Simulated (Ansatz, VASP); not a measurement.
**Ti in VASP and in Ansatz**

The input INCAR:

```
PREC     = Accurate       # precision mode
ENCUT    = 500            # plane-wave cutoff, eV
EDIFF    = 1E-6           # SCF threshold, eV
ISMEAR   = 1              # smearing method
SIGMA    = 0.02           # smearing width, eV
LREAL    = False          # projectors in reciprocal space
LASPH    = True           # aspherical terms in the spheres
NELM     = 120            # most SCF steps
ALGO     = Normal         # electronic algorithm
ISIF     = 2              # what is computed and relaxed
LWAVE    = False          # write WAVECAR
LCHARG   = False          # write CHGCAR
GGA      = PE             # functional
NBANDS   = 12             # bands
GGA_COMPAT= False
```

Contents of KPOINTS:

```
Automatic mesh
0
Gamma
  10 10 10
```

POSCAR

```
Ti
1.0
    0.0000000000      1.9885598007      1.9885598007
    1.9885598007      0.0000000000      1.9885598007
    1.9885598007      1.9885598007      0.0000000000
Ti
1
Direct
    0.0000000000      0.0000000000      0.0000000000
```

Input for Ansatz:

```yaml
crystal:
  lattice:
    - [0.0, 1.9885598006925898, 1.9885598006925898]
    - [1.9885598006925898, 0.0, 1.9885598006925898]
    - [1.9885598006925898, 1.9885598006925898, 0.0]
  atoms:
    - { symbol: Ti, position: [0.0, 0.0, 0.0] }
basis:
  ecutwfc: 653.073269903712
  xc_grid: 2
kpoints:
  mp_grid:
    grid: [10, 10, 10]
hamiltonian:
  xc:
    exchange: pbe
    correlation: pbe
scf:
  n_extra_bands: 12
  convergence:
    dr2_threshold: 1.0e-06
  occupations:
    method: methfessel_paxton
    width: 0.02
  eigensolver:
    kind: davidson
output:
  stress: true
```

Alike in both runs: task single point; functional PBE; k mesh 10 × 10 × 10; occupations methfessel-paxton of order 1, width 0.02 eV; no spin polarisation.

|  | VASP | Ansatz |
| --- | --- | --- |
| version | VASP 6.6.1 | Ansatz 0.2.0 |
| potentials or method | VASP PAW PBE potentials, release 64 (Ti_sv), cutoff 500 eV | plane waves, PAW |
| valence electrons in the cell | 12 | 12 |

```tsv
	VASP	Ansatz	Ansatz less VASP
pressure (GPa)	12.2	12.6	+0.45
```

With one functional, cell and mesh, what is left measures potentials, basis and numerics. Ansatz's warnings: stress scf threshold loose.
